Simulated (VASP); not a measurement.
Set up this calculation in VASP 6.6.1, as the native input.

| Item | Value |
| --- | --- |
| Task | single point |
| Functional | r2SCAN |
| Potentials or basis | VASP PAW PBE potentials, release 64 (Ga_d, N) |
| Cutoff | 520 eV |
| k mesh | 9 × 9 × 4 |
| Occupations | gaussian, width 0.01 eV |
| Spin | no spin polarisation |
| Dipole correction | no |
| Further INCAR settings | ALGO = Normal; EDIFF = 1e-06; NBANDS = 26 |

Crystal: GaN.

```
CELL_PARAMETERS angstrom
3.21467 0.00000 0.00000
-1.60733 2.78398 0.00000
0.00000 0.00000 5.23495
ATOMIC_POSITIONS crystal
Ga 0.33333 0.66667 0.99911
Ga 0.66667 0.33333 0.49911
N 0.33333 0.66667 0.37589
N 0.66667 0.33333 0.87589
```

This cell differs from its parent crystal: volume changed by +3%.

The input as run:

POSCAR

```
GaN
1.0
    3.2146677575      0.0000000000      0.0000000000
   -1.6073338788      2.7839839427      0.0000000000
    0.0000000000      0.0000000000      5.2349515747
Ga N
2 2
Direct
    0.3333333333      0.6666666667     -0.0008868111
    0.6666666667      0.3333333333      0.4991131889
    0.3333333333      0.6666666667      0.3758868111
    0.6666666667      0.3333333333      0.8758868111
```

INCAR.step1

```
  PREC = Accurate
  ENCUT = 520
  ISMEAR = 0
  SIGMA = 0.01
  LREAL = F
  LASPH = T
  NELM = 60
  NBANDS = 26
  GGA = PE
  ALGO = Normal
  EDIFF = 1E-4
  LWAVE = T
  LCHARG = F
```

INCAR.step2

```
  PREC = Accurate
  ENCUT = 520
  EDIFF = 1E-6
  ISMEAR = 0
  SIGMA = 0.01
  LREAL = F
  LASPH = T
  NELM = 60
  ALGO = Normal
  ISIF = 2
  LWAVE = F
  LCHARG = F
  METAGGA = R2SCAN
  LMIXTAU = T
  NBANDS = 26
  ISTART = 1
```

KPOINTS

```
Automatic mesh
0
Gamma
  9 9 4
```

Potentials or basis: VASP PAW PBE potentials, release 64 (Ga_d, N).

The run is started by

```sh
$ cat potpaw_PBE.64/Ga_d/POTCAR potpaw_PBE.64/N/POTCAR > POTCAR
$ cp INCAR.step1 INCAR
$ mpirun -np 1 vasp_std > vasp.out
$ cp INCAR.step2 INCAR
$ mpirun -np 1 vasp_std > vasp.out
```

It gave:

The pressure is -4.5 GPa and the band gap on the k mesh is 2.14 eV, direct.

Caveat: the PAW data sets were made with another functional, which shifts forces and pressure a little.

Run time: 51 s on 1 thread of Intel(R) Xeon(R) 6975P-C (Granite Rapids) (shared host), peak memory 0.18 GiB.
